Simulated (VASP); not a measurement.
# YbH3 in VASP: notebook

Runs on YbH3. Level: PBE. Tasks: single point.

Everything below comes from runs of VASP 6.6.1. Logs are shortened: lines on timing, memory, paths and dates and some standing lists are left out, and cuts for length are marked.

**1. The cell of the first run**

The structure is cubic, space group Fm-3m (No. 225). The conventional cell has a = 5.210 Å, b = 5.210 Å, c = 5.210 Å, α = 90.00°, β = 90.00°, γ = 90.00°. Within 3.0 Å of Yb (site symmetry m-3m) lie 14 H at 2.26 to 2.60 Å. H (site symmetry m-3m) has 8 H at 2.26 Å and 6 Yb at 2.60 Å within 3.0 Å. Within 3.0 Å of H (site symmetry -43m) lie 4 Yb at 2.26 Å and 10 H at 2.26 to 2.60 Å.

**2. Single point, PBE, collinear spin, ferromagnetic start**

INCAR reads:

```
SYSTEM = YbH3
ALGO = Normal
EDIFF = 1E-6
ENCUT = 520
GGA = PE
ISIF = 2
ISMEAR = -1
ISPIN = 2
LASPH = .True.
LCHARG = .False.
LMAXMIX = 6
LORBIT = 11
LREAL = .False.
LWAVE = .False.
MAGMOM = 0.25 0 0 0
NBANDS = 26
NELM = 150
PREC = Accurate
SIGMA = 0.05
```

KPOINTS reads:

```
k-points
0
Gamma
  9 9 9
  0 0 0
```

POSCAR reads:

```
YbH3
1.0
    0.0000000000      2.6049710000      2.6049710000
    2.6049710000      0.0000000000      2.6049710000
    2.6049710000      2.6049710000      0.0000000000
Yb H
1 3
Direct
    0.0000000000      0.0000000000      0.0000000000
    0.5000000000      0.5000000000      0.5000000000
    0.2500000000      0.2500000000      0.2500000000
    0.7500000000      0.7500000000      0.7500000000
```

Potentials or basis: VASP PAW PBE potentials, release 64 (Yb, H).

Run with:

```bash
cat potpaw_PBE.64/Yb/POTCAR potpaw_PBE.64/H/POTCAR > POTCAR
mpirun -np 1 vasp_std > vasp.out
```

OUTCAR:

```text
SYSTEM = YbH3
   EDIFF = 1E-6
   ENCUT = 520
   GGA = PE
   ISIF = 2
   ISMEAR = -1
   ISPIN = 2
   LASPH = .True.
   LORBIT = 11
   LREAL = .False.
   NELM = 150
   PREC = Accurate

 ion  position               nearest neighbor table
   1  0.000  0.000  0.000-   4 2.26   4 2.26   4 2.26   3 2.26   4 2.26   3 2.26   3 2.26   3 2.26

   2  0.500  0.500  0.500-
   3  0.250  0.250  0.250-   1 2.26   1 2.26   1 2.26   1 2.26
   4  0.750  0.750  0.750-   1 2.26   1 2.26   1 2.26   1 2.26

  LATTYP: Found a face centered cubic cell.
 ALAT       =     5.2099420000

  Lattice vectors:

 A1 = (   0.0000000000,   2.6049710000,   2.6049710000)
 A2 = (   2.6049710000,   0.0000000000,   2.6049710000)
 A3 = (   2.6049710000,   2.6049710000,   0.0000000000)

Analysis of symmetry for initial positions (statically):
=====================================================================
 Subroutine PRICEL returns:
 Original cell was already a primitive cell.

 Routine SETGRP: Setting up the symmetry group for a
 face centered cubic supercell.

 Subroutine GETGRP returns: Found 48 space group operations
 (whereof 48 operations were pure point group operations)
 out of a pool of 48 trial point group operations.

The static configuration has the point symmetry O_h .

Analysis of symmetry for dynamics (positions and initial velocities):
=====================================================================
 Subroutine PRICEL returns:
 Original cell was already a primitive cell.

 Routine SETGRP: Setting up the symmetry group for a
 face centered cubic supercell.

 Subroutine GETGRP returns: Found 48 space group operations
 (whereof 48 operations were pure point group operations)
 out of a pool of 48 trial point group operations.

The dynamic configuration has the point symmetry O_h .

Analysis of structural, dynamic, and magnetic symmetry:
=====================================================================
 Subroutine PRICEL returns:
 Original cell was already a primitive cell.

 Routine SETGRP: Setting up the symmetry group for a
 face centered cubic supercell.

 Subroutine GETGRP returns: Found 48 space group operations
 (whereof 48 operations were pure point group operations)
 out of a pool of 48 trial point group operations.

The overall configuration has the point symmetry O_h .

 Subroutine INISYM returns: Found 48 space group operations
 (whereof 48 operations are pure point group operations),
 and found     1 'primitive' translations

----------------------------------------------------------------------------------------

                                     Primitive cell

  volume of cell :      35.3540

  direct lattice vectors                    reciprocal lattice vectors
     0.000000000  2.604971000  2.604971000    -0.191940716  0.191940716  0.191940716
     2.604971000  0.000000000  2.604971000     0.191940716 -0.191940716  0.191940716
     2.604971000  2.604971000  0.000000000     0.191940716  0.191940716 -0.191940716

  length of vectors
     3.683985318  3.683985318  3.683985318     0.332451073  0.332451073  0.332451073

  position of ions in fractional coordinates (direct lattice)
     0.000000000  0.000000000  0.000000000
     0.500000000  0.500000000  0.500000000
     0.250000000  0.250000000  0.250000000
     0.750000000  0.750000000  0.750000000

  ion indices of the primitive-cell ions
   primitive index   ion index
                 1           1
                 2           2
                 3           3
                 4           4

----------------------------------------------------------------------------------------

 KPOINTS: k-points

Automatic generation of k-mesh.
 Grid dimensions read from file:
 generate k-points for:    9    9    9

 Generating k-lattice:

  Cartesian coordinates                     Fractional coordinates (reciprocal lattice)
    -0.021326746  0.021326746  0.021326746     0.111111111  0.000000000  0.000000000
     0.021326746 -0.021326746  0.021326746     0.000000000  0.111111111  0.000000000
     0.021326746  0.021326746 -0.021326746     0.000000000  0.000000000  0.111111111

  Length of vectors
     0.036939008  0.036939008  0.036939008

  Shift w.r.t. Gamma in fractional coordinates (k-lattice)
     0.000000000  0.000000000  0.000000000

 Subroutine IBZKPT returns following result:
 ===========================================

 Found     35 irreducible k-points:

 Following reciprocal coordinates:
            Coordinates               Weight
  0.000000  0.000000  0.000000      1.000000
  0.111111  0.000000  0.000000      8.000000
  0.222222  0.000000  0.000000      8.000000
  0.333333  0.000000  0.000000      8.000000
  0.444444  0.000000  0.000000      8.000000
  0.111111  0.111111  0.000000      6.000000
[... 16 lines left out ...]
 -0.333333  0.333333  0.000000     12.000000
  0.444444  0.444444  0.000000      6.000000
 [... further k-points ...]
   k-points           NKPTS =     35   k-points in BZ     NKDIM =     35   number of bands    NBANDS=     26
   number of dos      NEDOS =    301   number of ions     NIONS =      4
   total plane-waves  NPLWV =  21952
   dimension x,y,z NGX =    28 NGY =   28 NGZ =   28
   dimension x,y,z NGXF=    56 NGYF=   56 NGZF=   56
   ions per type =               1   3
   NGX,Y,Z   is equivalent  to a cutoff of  12.64, 12.64, 12.64 a.u.
   NGXF,Y,Z  is equivalent  to a cutoff of  25.27, 25.27, 25.27 a.u.
 SYSTEM =  YbH3
   PREC   = accura    normal or accurate (medium, high low for compatibility)
   ISTART =      0    job   : 0-new  1-cont  2-samecut
   ICHARG =      2    charge: 1-file 2-atom 10-const
   ISPIN  =      2    spin polarized calculation?
   LNONCOLLINEAR =      F non collinear calculations
   LSORBIT =      F    spin-orbit coupling
   LASPH  =      T    aspherical Exc in radial PAW
   ENCUT  =  520.0 eV  38.22 Ry    6.18 a.u.   6.85  6.85  6.85*2*pi/ulx,y,z
   NELM   =    150;   NELMIN=  2; NELMDL= -5     # of ELM steps
   EDIFF  = 0.1E-05   stopping-criterion for ELM
   LREAL  =      F    real-space projection
   EDIFFG = 0.1E-04   stopping-criterion for IOM
   NSW    =      0    number of steps for IOM
   IBRION =     -1    ionic relax: 0-MD 1-quasi-New 2-CG
   NFREE  =      0    steps in history (QN), initial steepest desc. (CG)
   ISIF   =      2    stress and relaxation
   ISYM   =      2    0-nonsym 1-usesym 2-fastsym
   POTIM  = 0.5000    time-step for ionic-motion
   TEBEG  =    0.0;   TEEND  =   0.0 temperature during run
   PSTRESS=    0.0 pullay stress
   NELECT =      27.0000    total number of electrons
   NUPDOWN=      -1.0000    fix difference up-down
   EMIN   =  10.00;   EMAX   =-10.00  energy-range for DOS
   EFERMI =   0.00;   METHOD = LEGACY
   ISMEAR =    -1;   SIGMA  =   0.05  broadening in eV -4-tet -1-fermi 0-gaus
   EFERMI_NEDOS =   21; number of points for ismear=-14 and -15
   IALGO  =     38    algorithm
   IMIX   =      4    mixing-type and parameters
     AMIX     =   0.40;   BMIX     =  1.00
     AMIX_MAG =   1.60;   BMIX_MAG =  1.00
  volume/ion in A,a.u.               =       8.84        59.65
  Fermi-wavevector in a.u.,A,eV,Ry     =   1.496407  2.827800 30.466645  2.239235
  Thomas-Fermi vector in A             =   2.608428
   LORBIT       =     11    0 simple, 1 ext, 2 COOP (PROOUT), +10 PAW based schemes
   GGA     = PE    functional components
   LHFCALC =     F    Hartree Fock is set to
   AEXX    =    0.0000 exact exchange contribution
   IVDW    =     0    specifies the selected vdW correction
   LEPSILON=     F    determine dielectric tensor
   LRPA    =     F    only Hartree local field effects (RPA)
 spin polarized calculation
  energy-cutoff  :      520.00
  volume of cell :       35.35
 maximum number of plane-waves:       963
   NGX = 13   NGY = 13   NGZ = 13

 number of electron      27.0000013 magnetization       0.1735227

 Free energy of the ion-electron system (eV)
  ---------------------------------------------------
  ext. energy  EPLUGINS =         0.00000000
  ---------------------------------------------------
  free energy    TOTEN  =       -15.23848967 eV

  energy without entropy =      -15.21420483  energy(sigma->0) =      -15.22634725

 E-fermi :   1.3855     XC(G=0): -10.8790

 val. band max:        1.3621398457   @ k =   0.4444   0.2222   0.0000
 cond. band min:       1.4014793377   @ k =  -0.4444   0.2222   0.1111
 fundamental gap:      0.0393394920
 Fermi energy:         1.3855186967

 spin component 1

 k-point     1 :       0.0000    0.0000    0.0000
  band No.  band energies     occupation
      1     -49.7474      1.00000
      2     -21.7611      1.00000
      3     -21.7611      1.00000
      4     -21.7611      1.00000
      5      -7.0725      1.00000
      6      -0.0767      1.00000
[... 661 lines left out ...]
     24      20.7794      0.00000
     25      21.6665      0.00000

 [... further k-points ...]

 spin component 2

 k-point     1 :       0.0000    0.0000    0.0000
  band No.  band energies     occupation
      1     -49.6785      1.00000
      2     -21.7125      1.00000
      3     -21.7125      1.00000
      4     -21.7125      1.00000
      5      -7.0606      1.00000
      6       0.0396      1.00000
[... 661 lines left out ...]
     24      20.7946      0.00000
     25      21.6787      0.00000

 [... further k-points ...]

 [bands above 25 left out]

------------------------ aborting loop because EDIFF is reached ----------------------------------------

  FORCE on cell =-STRESS in cart. coord.  units (eV):
  Direction    XX          YY          ZZ          XY          YZ          ZX
  --------------------------------------------------------------------------------------
  -------------------------------------------------------------------------------------
  Total       -1.2358420     -1.2358420     -1.2358420      0.0000000     -0.0000000     -0.0000000
  in kB      -56.0060384    -56.0060384    -56.0060384      0.0000000     -0.0000000     -0.0000000
  external PRESSURE =     -56.0060384 kB  Pullay stress =       0.0000000 kB

 VOLUME and BASIS-vectors are now :
 -----------------------------------------------------------------------------
  energy-cutoff  :      520.00
  volume of cell :       35.35
      direct lattice vectors                 reciprocal lattice vectors
     0.000000000  2.604971000  2.604971000    -0.191940716  0.191940716  0.191940716
     2.604971000  0.000000000  2.604971000     0.191940716 -0.191940716  0.191940716
     2.604971000  2.604971000  0.000000000     0.191940716  0.191940716 -0.191940716

 POSITION                                       TOTAL-FORCE (eV/Angst)
 -----------------------------------------------------------------------------------
      0.00000      0.00000      0.00000         0.000000      0.000000      0.000000
      2.60497      2.60497      2.60497         0.000000      0.000000      0.000000
      1.30249      1.30249      1.30249         0.000000      0.000000      0.000000
      3.90746      3.90746      3.90746        -0.000000     -0.000000     -0.000000
 -----------------------------------------------------------------------------------
    total drift:                               -0.000000     -0.000000      0.000000

  FREE ENERGIE OF THE ION-ELECTRON SYSTEM (eV)
  ---------------------------------------------------
  free  energy   TOTEN  =       -15.2384896714 eV

  energy  without entropy=      -15.2142048265  energy(sigma->0) =      -15.22634725

 total charge

# of ion       s       p       d       f       tot
--------------------------------------------------
    1        2.108   6.046   0.474  13.422  22.050
    2        0.456   0.006   0.000   0.000   0.461
    3        0.542   0.006   0.000   0.000   0.548
    4        0.542   0.006   0.000   0.000   0.548
--------------------------------------------------
tot          3.649   6.063   0.474  13.422  23.608

 magnetization (x)

# of ion       s       p       d       f       tot
--------------------------------------------------
    1        0.000  -0.002   0.005   0.158   0.161
    2        0.001   0.000   0.000   0.000   0.001
    3        0.001   0.000   0.000   0.000   0.001
    4        0.001   0.000   0.000   0.000   0.001
--------------------------------------------------
tot          0.003  -0.001   0.005   0.158   0.164
```

It took 2.1 min on 1 thread of AMD EPYC 7R13 (Zen 3), shared host; peak memory 0.19 GiB.

Results:

| Property | Result |
| --- | --- |
| Free energy | -15.2385 eV |
| Pressure | -5.6 GPa |
| Net moment | 0.17 μB per cell |
| Site moments | Yb +0.16; H +0.00 μB |
| Valence electrons inside the program's atomic spheres | Yb 22.05; H 0.46, 0.55 (each value once) |

Levels at points of the mesh, in eV from the Fermi level:
Spin up:
```tsv
k point	band 10	band 11	band 12	band 13	band 14	band 15	band 16	band 17	band 18	band 19
(0.00, 0.00, 0.00)	-0.39	-0.39	-0.39	1.21	2.58	3.19	3.19	3.19	5.87	5.87
```
Spin down:
| k point | band 11 | band 12 | band 13 | band 14 | band 15 | band 16 |
| --- | --- | --- | --- | --- | --- | --- |
| (0.00, 0.00, 0.00) | -0.31 | -0.31 | 1.31 | 2.59 | 3.21 | 3.21 |

Caveat: the cell stands under tension; spin-orbit coupling is left out, which moves the levels of the heavy elements. The state reached can hang on the start; a lower one may exist.

**3. Single point, PBE, collinear spin, ferromagnetic start**

INCAR reads:

```
SYSTEM = YbH3
ALGO = Normal
EDIFF = 1E-6
ENCUT = 520
GGA = PE
ISIF = 2
ISMEAR = 0
ISPIN = 2
LASPH = .TRUE.
LCHARG = .FALSE.
LMAXMIX = 6
LORBIT = 11
LREAL = .FALSE.
LWAVE = .FALSE.
MAGMOM = 1 0 0 0
NBANDS = 26
NELM = 150
PREC = Accurate
SIGMA = 0.05
```

KPOINTS reads:

```
k-points
0
G
  6 6 6
  0 0 0
```

POSCAR reads:

```
YbH3
1.0
    0.0000000000      2.6049710000      2.6049710000
    2.6049710000      0.0000000000      2.6049710000
    2.6049710000      2.6049710000      0.0000000000
Yb H
1 3
Direct
    0.0113840000      0.0082340000     -0.0130260000
    0.5123770000      0.4794550000      0.4931680000
    0.2373210000      0.2554420000      0.2501730000
    0.7544660000      0.7375710000      0.7523790000
```

Potentials or basis: VASP PAW PBE potentials, release 64 (Yb, H).

Run with:

```bash
cat potpaw_PBE.64/Yb/POTCAR potpaw_PBE.64/H/POTCAR > POTCAR
mpirun -np 1 vasp_std > vasp.out
```

Run time: 2.7 min. Hardware: 1 thread of Intel Xeon 6975P-C (Granite Rapids), shared host; peak memory 0.3 GiB.

The run converged. Its results:

- Free energy: -15.2007 eV
- Pressure: -5.6 GPa
- Largest force: 0.339 eV/Å
- Net moment: 0.16 μB per cell
- Site moments: Yb +0.13; H +0.00 μB
- Valence electrons inside the program's atomic spheres: Yb 22.05; H 0.46, 0.55 (each value once)

Forces on the atoms (eV/Å):
```
Yb   0.013  0.003 -0.339
H    0.063 -0.020 -0.006
H   -0.116  0.102  0.166
H    0.039 -0.085  0.179
```

Stress tensor (GPa, compression positive):
```
-5.59 -0.05  0.42
-0.05 -5.62 -0.32
 0.42 -0.32 -5.56
```

Levels at points of the mesh, in eV from the Fermi level:
Spin up:
```csv
k point,band 10,band 11,band 12,band 13,band 14,band 15,band 16,band 17,band 18,band 19
"(0.00, 0.00, 0.00)",-0.41,-0.41,-0.41,1.12,2.49,3.15,3.19,3.24,5.82,5.83
"(0.50, 0.00, 0.00)",-0.46,-0.46,-0.45,-0.41,1.08,2.89,3.00,7.29,7.31,7.51
"(0.00, 0.50, 0.00)",-0.47,-0.46,-0.46,-0.41,1.17,2.93,2.97,7.22,7.31,7.32
"(0.00, 0.00, 0.50)",-0.47,-0.46,-0.45,-0.41,1.11,2.90,3.01,7.29,7.32,7.40
"(0.50, 0.50, 0.50)",-0.47,-0.46,-0.45,-0.41,1.14,2.90,2.99,7.29,7.32,7.37
"(0.50, 0.50, 0.00)",-0.50,-0.49,-0.48,-0.47,-0.37,6.77,6.92,7.23,7.52,7.72
"(0.00, 0.50, 0.50)",-0.50,-0.49,-0.48,-0.47,-0.37,6.74,6.87,7.24,7.51,7.70
"(0.50, 0.00, 0.50)",-0.50,-0.49,-0.48,-0.48,-0.37,6.68,6.87,7.30,7.51,7.70
```
Spin down:
```
           k point  band 10  band 11  band 12  band 13  band 14  band 15  band 16  band 17
(0.00, 0.00, 0.00)    -0.35    -0.35    -0.34     1.21     2.53     3.17     3.20     3.26
(0.50, 0.00, 0.00)    -0.35    -0.34    -0.34    -0.31     1.15     2.91     3.02     7.31
(0.00, 0.50, 0.00)    -0.34    -0.34    -0.34    -0.31     1.23     2.95     2.98     7.25
(0.00, 0.00, 0.50)    -0.35    -0.34    -0.34    -0.31     1.18     2.92     3.03     7.31
(0.50, 0.50, 0.50)    -0.35    -0.34    -0.34    -0.31     1.20     2.92     3.01     7.31
(0.50, 0.50, 0.00)    -0.43    -0.36    -0.35    -0.33    -0.24     6.80     6.95     7.25
(0.00, 0.50, 0.50)    -0.43    -0.36    -0.35    -0.33    -0.24     6.76     6.89     7.27
(0.50, 0.00, 0.50)    -0.43    -0.36    -0.35    -0.33    -0.24     6.71     6.90     7.33
```

Caveat: the cell stands under tension; spin-orbit coupling is left out, which moves the levels of the heavy elements.

[end of part 1 of 2]
